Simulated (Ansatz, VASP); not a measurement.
# Sb in VASP and in Ansatz

```xyz
2
Lattice="3.1224 0.0000 0.0000 0.0000 4.3475 0.0000 -0.0389 0.0000 4.4059" Properties=species:S:1:pos:R:3 pbc="T T T"
Sb    0.0262    1.0869    1.0625
Sb    3.0573    3.2606    3.3433
```

Alike in both runs: task relaxation of cell and atoms; functional PBE; dispersion D4; k mesh 9 × 6 × 6; occupations fermi-dirac, width 0.05 eV; no spin polarisation.

|  | VASP | Ansatz |
| --- | --- | --- |
| version | VASP 6.6.1 | Ansatz 0.2.0 |
| potentials or method | VASP PAW PBE potentials, release 64 (Sb) | Ansatz PAW |
| plane-wave cutoff (eV) | 600 | 420 |
| valence electrons in the cell | 10 | 30 |

Ansatz gave:

* gap on the k mesh at the Fermi level, each at its own relaxed structure (eV): none
* relaxed volume (Å³/atom): 28.61
* relaxed cell length with the largest relative difference (Å): 4.302

Task: Estimate VASP's values.

Result: gap on the k mesh at the Fermi level, each at its own relaxed structure (eV): none; relaxed volume (Å³/atom): 28.61; relaxed cell length with the largest relative difference (Å): 4.288.

A gap of «none» marks a metal or a gap that the smearing closes. VASP's potentials hold 10 valence electrons a cell and Ansatz's 30, so a difference there can come from the potentials and not from the codes.

Neither program's run includes spin-orbit coupling. Noted on Ansatz's run: the plane-wave basis is chosen anew once the cell has moved, so the energies of steps on either side of that aren't comparable.
